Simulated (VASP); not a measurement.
Set up this calculation in VASP 6.6.1, as the native input.

* Task: single point
* Functional: r2SCAN
* Potentials or basis: VASP PAW PBE potentials, release 64 (Cs_sv, H)
* Cutoff: 520 eV
* k mesh: 6 × 6 × 6
* Occupations: gaussian, width 0.05 eV
* Spin: no spin polarisation
* Dipole correction: no
* Further INCAR settings: ALGO = Normal; EDIFF = 1e-06; NBANDS = 12

Crystal: CsH.

```
CELL_PARAMETERS angstrom
0.00000 3.18800 2.93296
3.18800 0.00000 2.93296
3.18800 3.18800 0.00000
ATOMIC_POSITIONS crystal
Cs 0.00000 0.00000 0.00000
H 0.50000 0.50000 0.50000
```

This cell differs from its parent crystal: strain +0.000 along x and y, -0.080 along z.

These files were run (other wordings do the same):

POSCAR

```
CsH
1.0
    0.0000000000      3.1880000000      2.9329600000
    3.1880000000      0.0000000000      2.9329600000
    3.1880000000      3.1880000000      0.0000000000
Cs H
1 1
Direct
    0.0000000000      0.0000000000      0.0000000000
    0.5000000000      0.5000000000      0.5000000000
```

INCAR.step1

```
PREC = Accurate ; ENCUT = 520
ISMEAR = 0 ; SIGMA = 0.05
LREAL = False ; LASPH = True
NELM = 100 ; NBANDS = 12
GGA = PE ; ALGO = Normal
EDIFF = 1E-4 ; LWAVE = True
LCHARG = False
```

INCAR.step2

```
PREC = Accurate ; ENCUT = 520
EDIFF = 1E-6 ; ISMEAR = 0
SIGMA = 0.05 ; LREAL = False
LASPH = True ; NELM = 100
ALGO = Normal ; ISIF = 2
LWAVE = False ; LCHARG = False
METAGGA = R2SCAN ; LMIXTAU = True
NBANDS = 12 ; ISTART = 1
```

KPOINTS

```
Automatic mesh
0
Gamma
  6 6 6
```

Potentials or basis: VASP PAW PBE potentials, release 64 (Cs_sv, H).

The run is started by

```sh
$ cat potpaw_PBE.64/Cs_sv/POTCAR potpaw_PBE.64/H/POTCAR > POTCAR
$ cp INCAR.step1 INCAR
$ mpirun -np 1 vasp_std > vasp.out
$ cp INCAR.step2 INCAR
$ mpirun -np 1 vasp_std > vasp.out
```

Results of the run:

| Quantity | Value |
| --- | --- |
| Pressure | 1.2 GPa |
| Band gap on the k mesh | 2.50 eV, direct |

Caveat: the cell differs from its parent crystal (strain +0.000 along x and y, -0.080 along z); the PAW data sets were made with another functional, which shifts forces and pressure a little; spin-orbit coupling is left out, which moves the levels of the heavy elements.

Wall time 55 s on 1 thread of AMD EPYC 9R45 96-Core Processor (Zen 5), on a shared host, peak memory 0.17 GiB.
